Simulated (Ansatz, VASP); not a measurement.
## BeZn2O3 in VASP and in Ansatz

```
Be Zn O
1.0
    -2.11530    2.11530    4.80784
     2.11530   -2.11530    4.80784
     2.11530    2.11530   -4.80784
Be Zn O
1 2 3
Direct
  0.00000 0.00000 0.00000
  0.50000 0.00000 0.50000
  0.00000 0.50000 0.50000
  0.50000 0.50000 0.00000
  0.14538 0.14538 0.00000
  0.85462 0.85462 0.00000
```

Alike in both runs: functional PBE; k mesh 4 × 4 × 4; occupations gaussian, width 0.15 eV; no spin polarisation.

Ansatz relaxed the structure, and its values are those at the end. VASP's run is a single point on that final structure, the one shown.

|  | VASP | Ansatz |
| --- | --- | --- |
| version | VASP 6.6.1 | Ansatz 0.2.0 |
| potentials or method | VASP PAW PBE potentials, release 64 (Be, Zn, O), cutoff 600 eV | scalar-relativistic, plane waves, PAW |
| valence electrons in the cell | 44 | 44 |

```csv
,VASP,Ansatz,Ansatz less VASP
gap on the k mesh at the Fermi level (eV),0.67,0.69,+0.022
least direct gap on the mesh (eV),1.22,1.23,+0.017
pressure (GPa),0.1,0.1,-0.03
rms of the force components (eV/Å),0.020,0.002,-0.0178
```

The k mesh is coarse, so the values compare programs but aren't converged.
